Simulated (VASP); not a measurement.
# Ge (I4_1/amd) in VASP: notebook

The runs below take Ge through single point, with PBEsol.

Everything below comes from runs of VASP 6.6.1. Logs are shortened: lines on timing, memory, paths and dates and some standing lists are left out, and cuts for length are marked.

## Step 1: The cell of the first run

It takes space group I4_1/amd (No. 141, tetragonal). Conventional cell: a = 4.000 Å, b = 4.000 Å, c = 5.940 Å, α = 90.00°, β = 90.00°, γ = 90.00°. Within 3.3 Å of Ge (site symmetry -4m2) lie 4 Ge at 2.49 Å.

## Step 2: Single point, PBEsol (strain +0.000 along x and y, +0.050 along z)

File INCAR:

```
PREC     = Accurate       # precision mode
ENCUT    = 520            # plane-wave cutoff, eV
EDIFF    = 1E-7           # SCF threshold, eV
ISMEAR   = 0              # smearing method
SIGMA    = 0.15           # smearing width, eV
LREAL    = False          # projectors in reciprocal space
LASPH    = True           # aspherical terms in the spheres
NELM     = 60             # most SCF steps
ALGO     = Normal         # electronic algorithm
ISIF     = 2              # what is computed and relaxed
LWAVE    = False          # write WAVECAR
LCHARG   = True           # write CHGCAR
GGA      = PS             # functional
LELF     = True           # ELF
LVHAR    = True         
NBANDS   = 21             # bands
```

File KPOINTS:

```
regular mesh
0
Gamma
  14 14 14
```

File POSCAR:

```
Ge
1.0
    0.0000000000      2.8287700000      2.9702085000
    2.8287700000      0.0000000000      2.9702085000
    2.8287700000      2.8287700000      0.0000000000
Ge
2
Direct
    0.5000000000      0.5000000000      0.5000000000
    0.7500000000      0.7500000000      0.7500000000
```

Potentials or basis: VASP PAW PBE potentials, release 64 (Ge_d).

The run is started by

```
cat potpaw_PBE.64/Ge_d/POTCAR > POTCAR
mpirun -np 1 vasp_std > vasp.out
```

OUTCAR:

```text
PREC = Accurate
   ENCUT = 520
   EDIFF = 1E-7
   ISMEAR = 0
   LREAL = False
   LASPH = True
   NELM = 60
   ISIF = 2
   GGA = PS

 ion  position               nearest neighbor table
   1  0.500  0.500  0.500-   2 2.49   2 2.49   2 2.49   2 2.49
   2  0.750  0.750  0.750-   1 2.49   1 2.49   1 2.49   1 2.49

  LATTYP: Found a body centered tetragonal cell.
 ALAT       =     4.0004848988
 C/A-ratio  =     1.4849242405

  Lattice vectors:

 A1 = (  -2.8287700000,   0.0000000000,   2.9702085000)
 A2 = (   2.8287700000,   0.0000000000,   2.9702085000)
 A3 = (   0.0000000000,   2.8287700000,  -2.9702085000)

Analysis of symmetry for initial positions (statically):
=====================================================================
 Subroutine PRICEL returns:
 Original cell was already a primitive cell.

 Routine SETGRP: Setting up the symmetry group for a
 body centered tetragonal supercell.

 Subroutine GETGRP returns: Found 16 space group operations
 (whereof  8 operations were pure point group operations)
 out of a pool of 16 trial point group operations.

The static configuration has the point symmetry D_2d.
 The point group associated with its full space group is D_4h.

Analysis of symmetry for dynamics (positions and initial velocities):
=====================================================================
 Subroutine PRICEL returns:
 Original cell was already a primitive cell.

 Routine SETGRP: Setting up the symmetry group for a
 body centered tetragonal supercell.

 Subroutine GETGRP returns: Found 16 space group operations
 (whereof  8 operations were pure point group operations)
 out of a pool of 16 trial point group operations.

The dynamic configuration has the point symmetry D_2d.
 The point group associated with its full space group is D_4h.

 Subroutine INISYM returns: Found 16 space group operations
 (whereof  8 operations are pure point group operations),
 and found     1 'primitive' translations

----------------------------------------------------------------------------------------

                                     Primitive cell

  volume of cell :      47.5349

  direct lattice vectors                    reciprocal lattice vectors
     0.000000000  2.828770000  2.970208500    -0.176755268  0.176755268  0.168338351
     2.828770000  0.000000000  2.970208500     0.176755268 -0.176755268  0.168338351
     2.828770000  2.828770000  0.000000000     0.176755268  0.176755268 -0.168338351

  length of vectors
     4.101716500  4.101716500  4.000484899     0.301367964  0.301367964  0.301367964

  position of ions in fractional coordinates (direct lattice)
     0.500000000  0.500000000  0.500000000
     0.750000000  0.750000000  0.750000000

  ion indices of the primitive-cell ions
   primitive index   ion index
                 1           1
                 2           2

----------------------------------------------------------------------------------------

 KPOINTS: regular mesh

Automatic generation of k-mesh.
 Grid dimensions read from file:
 generate k-points for:   14   14   14

 Generating k-lattice:

  Cartesian coordinates                     Fractional coordinates (reciprocal lattice)
    -0.012625376  0.012625376  0.012024168     0.071428571  0.000000000  0.000000000
     0.012625376 -0.012625376  0.012024168     0.000000000  0.071428571  0.000000000
     0.012625376  0.012625376 -0.012024168     0.000000000  0.000000000  0.071428571

  Length of vectors
     0.021526283  0.021526283  0.021526283

  Shift w.r.t. Gamma in fractional coordinates (k-lattice)
     0.000000000  0.000000000  0.000000000

 Subroutine IBZKPT returns following result:
 ===========================================

 Found    244 irreducible k-points:

 Following reciprocal coordinates:
            Coordinates               Weight
  0.000000  0.000000  0.000000      1.000000
  0.071429  0.000000  0.000000      8.000000
  0.142857  0.000000  0.000000      8.000000
  0.214286  0.000000  0.000000      8.000000
  0.285714 -0.000000  0.000000      8.000000
  0.357143  0.000000  0.000000      8.000000
[... 16 lines left out ...]
  0.214286  0.142857  0.000000      8.000000
  0.285714  0.142857  0.000000      8.000000
 [... further k-points ...]
   k-points           NKPTS =    244   k-points in BZ     NKDIM =    244   number of bands    NBANDS=     21
   number of dos      NEDOS =    301   number of ions     NIONS =      2
   total plane-waves  NPLWV =  30720
   dimension x,y,z NGX =    32 NGY =   32 NGZ =   30
   dimension x,y,z NGXF=    64 NGYF=   64 NGZF=   60
   ions per type =               2
   NGX,Y,Z   is equivalent  to a cutoff of  12.97, 12.97, 12.47 a.u.
   NGXF,Y,Z  is equivalent  to a cutoff of  25.94, 25.94, 24.93 a.u.
 SYSTEM =  unknown system
   PREC   = accura    normal or accurate (medium, high low for compatibility)
   ISTART =      0    job   : 0-new  1-cont  2-samecut
   ICHARG =      2    charge: 1-file 2-atom 10-const
   ISPIN  =      1    spin polarized calculation?
   LNONCOLLINEAR =      F non collinear calculations
   LSORBIT =      F    spin-orbit coupling
   LASPH  =      T    aspherical Exc in radial PAW
   ENCUT  =  520.0 eV  38.22 Ry    6.18 a.u.   7.63  7.63  7.44*2*pi/ulx,y,z
   NELM   =     60;   NELMIN=  2; NELMDL= -5     # of ELM steps
   EDIFF  = 0.1E-06   stopping-criterion for ELM
   LREAL  =      F    real-space projection
   EDIFFG = 0.1E-05   stopping-criterion for IOM
   NSW    =      0    number of steps for IOM
   IBRION =     -1    ionic relax: 0-MD 1-quasi-New 2-CG
   NFREE  =      0    steps in history (QN), initial steepest desc. (CG)
   ISIF   =      2    stress and relaxation
   ISYM   =      2    0-nonsym 1-usesym 2-fastsym
   POTIM  = 0.5000    time-step for ionic-motion
   TEBEG  =    0.0;   TEEND  =   0.0 temperature during run
   PSTRESS=    0.0 pullay stress
   NELECT =      28.0000    total number of electrons
   NUPDOWN=      -1.0000    fix difference up-down
   EMIN   =  10.00;   EMAX   =-10.00  energy-range for DOS
   EFERMI =   0.00;   METHOD = LEGACY
   ISMEAR =     0;   SIGMA  =   0.15  broadening in eV -4-tet -1-fermi 0-gaus
   EFERMI_NEDOS =   21; number of points for ismear=-14 and -15
   IALGO  =     38    algorithm
   IMIX   =      4    mixing-type and parameters
     AMIX     =   0.40;   BMIX     =  1.00
     AMIX_MAG =   1.60;   BMIX_MAG =  1.00
  volume/ion in A,a.u.               =      23.77       160.39
  Fermi-wavevector in a.u.,A,eV,Ry     =   1.372324  2.593317 25.623500  1.883274
  Thomas-Fermi vector in A             =   2.497942
   LORBIT       =      0    0 simple, 1 ext, 2 COOP (PROOUT), +10 PAW based schemes
   GGA     = PS    functional components
   LHFCALC =     F    Hartree Fock is set to
   AEXX    =    0.0000 exact exchange contribution
   IVDW    =     0    specifies the selected vdW correction
   LEPSILON=     F    determine dielectric tensor
   LRPA    =     F    only Hartree local field effects (RPA)
 non-spin polarized calculation
 Gauss-broadening in eV      SIGMA  =   0.15
  energy-cutoff  :      520.00
  volume of cell :       47.53
 maximum number of plane-waves:      1299
   NGX = 15   NGY = 15   NGZ = 15

 number of electron      27.9999993 magnetization

 Free energy of the ion-electron system (eV)
  ---------------------------------------------------
  ext. energy  EPLUGINS =         0.00000000
  ---------------------------------------------------
  free energy    TOTEN  =        -9.84379385 eV

  energy without entropy =       -9.84271116  energy(sigma->0) =       -9.84325251

 E-fermi :   4.4031     XC(G=0):  -9.9035

 val. band max:        4.3830735102   @ k =   0.4286   0.0000   0.0000
 cond. band min:       4.4148553066   @ k =   0.0714   0.0000   0.0000
 fundamental gap:      0.0317817964
 Fermi energy:         4.4031418289

 k-point     1 :       0.0000    0.0000    0.0000
  band No.  band energies     occupation
      1     -20.3041      2.00000
      2     -20.3041      2.00000
      3     -20.2948      2.00000
      4     -20.2692      2.00000
      5     -20.2670      2.00000
      6     -20.0947      2.00000
[... 13 lines left out ...]
     20      13.2136      0.00000
     21      14.2336      0.00000

 k-point     2 :       0.0714    0.0000    0.0000
  band No.  band energies     occupation
      1     -20.3069      2.00000
      2     -20.3043      2.00000
      3     -20.2970      2.00000
      4     -20.2649      2.00000
      5     -20.2634      2.00000
      6     -20.0967      2.00000
[... 13 lines left out ...]
     20      12.8152      0.00000
     21      13.6947      0.00000

 k-point     3 :       0.1429    0.0000    0.0000
  band No.  band energies     occupation
      1     -20.3128      2.00000
      2     -20.3069      2.00000
      3     -20.2980      2.00000
      4     -20.2560      2.00000
      5     -20.2556      2.00000
      6     -20.1014      2.00000
[... 13 lines left out ...]
     20      12.4112      0.00000
     21      13.0644      0.00000

 k-point     4 :       0.2143    0.0000    0.0000
  band No.  band energies     occupation
      1     -20.3186      2.00000
      2     -20.3110      2.00000
      3     -20.2957      2.00000
      4     -20.2471      2.00000
      5     -20.2465      2.00000
      6     -20.1067      2.00000
[... 13 lines left out ...]
     20      12.5119      0.00000
     21      12.7442      0.00000

 k-point     5 :       0.2857   -0.0000    0.0000
  band No.  band energies     occupation
      1     -20.3232      2.00000
      2     -20.3142      2.00000
      3     -20.2925      2.00000
      4     -20.2401      2.00000
      5     -20.2384      2.00000
      6     -20.1122      2.00000
[... 13 lines left out ...]
     20      12.8433      0.00000
     21      12.8588      0.00000
[... 382 lines left out ...]
     20      12.9207      0.00000
     21      13.0990      0.00000

 k-point    22 :       0.1429    0.1429    0.0000
  band No.  band energies     occupation
      1     -20.3116      2.00000
      2     -20.3116      2.00000
      3     -20.3077      2.00000
      4     -20.2574      2.00000
      5     -20.2381      2.00000
      6     -20.1284      2.00000
[... 13 lines left out ...]
     20      11.8978      0.00000
     21      14.5494      0.00000

 k-point    23 :       0.2143    0.1429    0.0000
  band No.  band energies     occupation
      1     -20.3176      2.00000
      2     -20.3159      2.00000
      3     -20.3059      2.00000
      4     -20.2511      2.00000
      5     -20.2265      2.00000
      6     -20.1400      2.00000
[... 13 lines left out ...]
     20      12.6416      0.00000
     21      14.3490      0.00000

 k-point    24 :       0.2857    0.1429    0.0000
  band No.  band energies     occupation
      1     -20.3239      2.00000
      2     -20.3208      2.00000
      3     -20.3002      2.00000
      4     -20.2434      2.00000
      5     -20.2163      2.00000
      6     -20.1487      2.00000
[... 13 lines left out ...]
     20      13.3586      0.00000
     21      14.2011      0.00000

 [... further k-points ...]
[... 5 lines left out ...]
  --------------------------------------------------------------------------------------
  -------------------------------------------------------------------------------------
  Total       -0.3774680     -0.3774680     -1.4247670      0.0000000      0.0000000      0.0000000
  in kB      -12.7226763    -12.7226763    -48.0222197      0.0000000      0.0000000      0.0000000
  external PRESSURE =     -24.4891908 kB  Pullay stress =       0.0000000 kB

 VOLUME and BASIS-vectors are now :
 -----------------------------------------------------------------------------
  energy-cutoff  :      520.00
  volume of cell :       47.53
      direct lattice vectors                 reciprocal lattice vectors
     0.000000000  2.828770000  2.970208500    -0.176755268  0.176755268  0.168338351
     2.828770000  0.000000000  2.970208500     0.176755268 -0.176755268  0.168338351
     2.828770000  2.828770000  0.000000000     0.176755268  0.176755268 -0.168338351

 POSITION                                       TOTAL-FORCE (eV/Angst)
 -----------------------------------------------------------------------------------
      2.82877      2.82877      2.97021         0.000000      0.000000      0.000000
      4.24315      4.24315      4.45531        -0.000000     -0.000000     -0.000000
 -----------------------------------------------------------------------------------
    total drift:                               -0.000000     -0.000000      0.000000

  FREE ENERGIE OF THE ION-ELECTRON SYSTEM (eV)
  ---------------------------------------------------
  free  energy   TOTEN  =        -9.8437938506 eV

  energy  without entropy=       -9.8427111645  energy(sigma->0) =       -9.84325251
```

Wall time 5 min (1 thread of Intel Xeon 8259CL, shared host); peak memory 0.32 GiB.

Results:

```yaml
Free_energy: -9.8438 eV
Pressure: -2.4 GPa
Band_gap_on_the_k_mesh: zero (bands 14 and 15 overlap by 0.19 eV)
```

Stress tensor (GPa, compression positive):
```
-1.27  0.00  0.00
 0.00 -1.27  0.00
 0.00  0.00 -4.80
```

Caveat: the cell differs from its parent crystal (strain +0.000 along x and y, +0.050 along z); semilocal functionals underestimate gaps, and a narrow one can read as zero; the PAW data sets were made with another functional, which shifts forces and pressure a little.

## Step 3: Single point, PBEsol (strain +0.025 along x and y, +0.000 along z)

File INCAR:

```
PREC = Accurate ; ENCUT = 520
EDIFF = 1E-6 ; ISMEAR = 0
SIGMA = 0.15 ; LREAL = F
LASPH = T ; NELM = 80
ALGO = Normal ; ISIF = 2
LWAVE = F ; LCHARG = F
GGA = PS ; NBANDS = 21
```

File KPOINTS:

```
Automatic mesh
0
Gamma
  14 14 14
```

File POSCAR:

```
Ge
1.0
    0.0000000000      2.8994892500      2.8287700000
    2.8994892500      0.0000000000      2.8287700000
    2.8994892500      2.8994892500      0.0000000000
Ge
2
Direct
    0.5000000000      0.5000000000      0.5000000000
    0.7500000000      0.7500000000      0.7500000000
```

Potentials or basis: VASP PAW PBE potentials, release 64 (Ge_d).

The run is started by

```
cat potpaw_PBE.64/Ge_d/POTCAR > POTCAR
mpirun -np 1 vasp_std > vasp.out
```

It took 5.2 min on 1 thread of Intel Xeon 8259CL, shared host; peak memory 0.31 GiB.

It converged, with:

```
Free energy            : -9.8560 eV
Pressure               : -2.5 GPa
Band gap on the k mesh : 0.03 eV (least direct gap 0.18 eV)
```

Stress tensor (GPa, compression positive):
```
-3.02  0.00  0.00
 0.00 -3.02  0.00
 0.00  0.00 -1.43
```

Levels at points of the mesh, in eV from the valence-band top:
| k point | band 12 | band 13 | band 14 | band 15 | band 16 | band 17 |
| --- | --- | --- | --- | --- | --- | --- |
| (0.00, 0.00, 0.00) | -0.39 | 0.00 | 0.00 | 0.18 | 2.49 | 2.61 |
| (0.50, 0.00, 0.00) | -7.35 | -1.38 | -1.17 | 0.03 | 3.67 | 3.82 |
| (0.50, 0.50, 0.00) | -8.59 | -2.97 | -2.97 | 0.66 | 0.66 | 9.16 |
| (0.50, 0.00, 0.50) | -8.70 | -2.80 | -2.80 | 0.85 | 0.85 | 9.10 |

Caveat: the cell differs from its parent crystal (strain +0.025 along x and y, +0.000 along z); the smearing spreads over this small gap; semilocal functionals underestimate gaps, and a narrow one can read as zero; the PAW data sets were made with another functional, which shifts forces and pressure a little.

(Part 1 of 2 ends here.)

The gap in the log of VASP goes by the Fermi energy; the results here count the filled bands.